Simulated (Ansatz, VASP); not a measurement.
## Ti2Co in VASP and in Ansatz

```
Ti Co
1.0
     0.00000    3.36500    3.36500
     3.36500    0.00000    3.36500
     3.36500    3.36500    0.00000
Ti Co
4 2
Direct
  0.12500 0.12500 0.12500
  0.62500 0.12500 0.12500
  0.12500 0.12500 0.62500
  0.12500 0.62500 0.12500
  0.50000 0.50000 0.50000
  0.75000 0.75000 0.75000
```

Alike in both runs: task single point; functional PBEsol; k mesh 10 × 10 × 10; occupations tetrahedron; collinear spin.

```csv
,VASP,Ansatz
version,VASP 6.6.1,Ansatz 0.2.0
potentials or method,"VASP PAW PBE potentials, release 64 (Ti_sv, Co), cutoff 520 eV","scalar-relativistic, plane waves, PAW"
valence electrons in the cell,66,82
```

```csv
,VASP,Ansatz,Ansatz less VASP
gap on the k mesh at the Fermi level (eV),none,none,-
pressure (GPa),15.8,15.9,+0.08
net moment per atom (μB),0.18,0.18,+0.002
size of the moment on the site where the two differ most (μB),0.51,0.52,+0.015
```

VASP's potentials were made for PBE, not for PBEsol. Site moments also hang on the region over which each program counts them. A gap of «none» marks a metal or a gap that the smearing closes. VASP's potentials hold 66 valence electrons a cell and Ansatz's 82, so a difference there can come from the potentials and not from the codes. Ansatz's warnings: band table not solved further, stability check not made, tetrahedron derivatives may miss energy slope.
